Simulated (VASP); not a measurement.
A run of VASP 6.6.1:

File INCAR:

```
PREC = Accurate
ENCUT = 600
EDIFF = 1E-6
ISMEAR = -1
SIGMA = 0.15
LREAL = False
LASPH = True
NELM = 100
ALGO = Fast
ISIF = 3
LWAVE = False
LCHARG = False
IBRION = 2
NSW = 80
EDIFFG = -0.001
```

The input KPOINTS:

```
regular mesh
0
Gamma
  12 12 8
```

Contents of POSCAR:

```
TiAl
1.0
    2.7689289546      0.0000000000      0.0000000000
    0.0000000000      2.7689289546      0.0000000000
    0.0000000000      0.0000000000      3.9911364204
Ti Al
1 1
Direct
    0.5000000000      0.5000000000      0.5000000000
    0.0000000000      0.0000000000      0.0000000000
```

Potentials or basis: VASP PAW LDA potentials, release 64 (Ti_sv, Al).

Launch:

```sh
$ cat potpaw_LDA.64/Ti_sv/POTCAR potpaw_LDA.64/Al/POTCAR > POTCAR
$ mpirun -np 1 vasp_std > vasp.out
```

Hardware: 1 thread of Intel Xeon 8259CL, on a shared host.

Problem. Estimate the wall time of this run.

Solution. Run time: 9.3 min on 1 thread of Intel Xeon 8259CL (shared host), peak memory 0.2 GiB. Counts: scf iterations 107, k points 140, ion steps 19.
